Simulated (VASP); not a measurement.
Input of a VASP 6.6.1 run:

The input INCAR:

```
SYSTEM = CaSe
PREC = Accurate ; ENCUT = 520
EDIFF = 1E-6 ; ISMEAR = 0
SIGMA = 0.01 ; LREAL = .FALSE.
LASPH = .TRUE. ; NELM = 60
ALGO = Normal ; ISIF = 2
LWAVE = .FALSE. ; LCHARG = .FALSE.
GGA = PE ; NBANDS = 15
```

Contents of KPOINTS:

```
regular mesh
0
G
  4 4 4
  0 0 0
```

POSCAR

```
CaSe
1.0
    0.0000000000      3.2795613702      3.2795613702
    3.2795613702      0.0000000000      3.2795613702
    3.2795613702      3.2795613702      0.0000000000
Ca Se
1 1
Direct
    0.0000000000      0.0000000000      0.0000000000
    0.2500000000      0.2500000000      0.2500000000
```

Potentials or basis: VASP PAW PBE potentials, release 64 (Ca_sv, Se).

The run is started by

```bash
$ cat potpaw_PBE.64/Ca_sv/POTCAR potpaw_PBE.64/Se/POTCAR > POTCAR
$ mpirun -np 1 vasp_std > vasp.out
```

(1) Predict the band gap on the k mesh.

(2) Estimate the pressure.

Results:

(1) 3.20 eV, indirect (least direct gap 3.30 eV).

(2) 0.6 GPa.
